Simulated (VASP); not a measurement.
The system is Hf3S5.

```xyz
8
Lattice="3.4200 0.0000 0.0000 -1.7100 2.9618 0.0000 0.0000 0.0000 16.6600" Properties=species:S:1:pos:R:3 pbc="T T T"
Hf    0.0000    1.9745    8.3300
Hf    0.0000    1.9745   14.9940
Hf    0.0000    1.9745    1.6660
S     1.7100    0.9873    6.7306
S     1.7100    0.9873    9.9294
S     0.0000    0.0000   13.3280
S     0.0000    0.0000    0.0000
S     0.0000    0.0000    3.3320
```

| Quantity | Value |
| --- | --- |
| Program | VASP 6.6.1 |
| Task | relaxation of cell and atoms |
| Functional | PBE |
| Potentials or basis | VASP PAW PBE potentials, release 64 (Hf_pv, S) |
| Cutoff | 600 eV |
| k mesh | 5 × 5 × 1 |
| Occupations | gaussian, width 0.2 eV |
| Spin | no spin polarisation |

At the start: pressure 2.4 GPa; volume 21.09 Å³/atom.

Q: Where does the relaxation end?

A: Over 7 steps the energy falls by 66.8 meV/atom and the volume is 22.14 Å³/atom (+5.0 %); space group P-6m2 (No. 187, to 0.1 Å) before and after.

The path:
| step | energy change (eV) | largest force (eV/Å) | pressure (GPa) | volume (Å³) |
| --- | --- | --- | --- | --- |
| 1 | 0.0000 | 2.4906 | 2.44 | 168.76 |
| 2 | -0.5195 | 0.1628 | 0.13 | 176.63 |
| 3 | -0.5201 | 0.1823 | 0.19 | 176.35 |
| 4 | -0.5308 | 0.1841 | -0.10 | 177.10 |
| 5 | -0.5326 | 0.2120 | -0.28 | 177.59 |
| 6 | -0.5339 | 0.0949 | 0.49 | 176.83 |
| 7 | -0.5348 | 0.0624 | 0.19 | 177.13 |

Final structure:
```xyz
8
Lattice="3.5024 0.0000 0.0000 -1.7512 3.0332 0.0000 0.0000 0.0000 16.6733" Properties=species:S:1:pos:R:3 pbc="T T T"
Hf    0.0000    2.0221    8.3367
Hf    0.0000    2.0221   14.8701
Hf    0.0000    2.0221    1.8032
S     1.7512    1.0111    6.7622
S     1.7512    1.0111    9.9111
S     0.0000    0.0000   13.4015
S     0.0000    0.0000    0.0000
S     0.0000    0.0000    3.2719
```

Caveat: the k points lie up to 0.41 Å⁻¹ apart in the final cell, too coarse for converged energies and pressures of a metal; this functional lacks dispersion, which binds layers or chains, so the pressure and a relaxed spacing across them are unreliable; the relaxation stopped at a loose force limit of 0.08 eV/Å, so its end isn't a converged minimum.
